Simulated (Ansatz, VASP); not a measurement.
**Two plane-wave programs on Lu**

```
Lu
1.0
    -1.94642    1.94642    1.94642
     1.94642   -1.94642    1.94642
     1.94642    1.94642   -1.94642
Lu
1
Direct
  0.00000 0.00000 0.00000
```

Alike in both runs: task relaxation of cell and atoms; functional revPBE; k mesh 11 × 11 × 11; occupations fermi-dirac, width 0.1 eV; no spin polarisation.

|  | VASP | Ansatz |
| --- | --- | --- |
| version | VASP 6.6.1 | Ansatz 0.2.0 |
| potentials or method | VASP PAW PBE potentials, release 64 (Lu), cutoff 600 eV | plane waves (420 eV) with PAW, scalar-relativistic |
| valence electrons in the cell | 25 | 25 |

Ansatz gave:

- relaxed volume (Å³/atom): 30.75
- relaxed length of the cell vector where the two differ most in proportion (Å): 3.418

**Question.** What did VASP give for the same quantities?

**Answer.** Relaxed volume (Å³/atom): 30.82; relaxed length of the cell vector where the two differ most in proportion (Å): 3.421.

VASP's potentials were made for PBE, not for revPBE.

Spin-orbit coupling is off throughout.
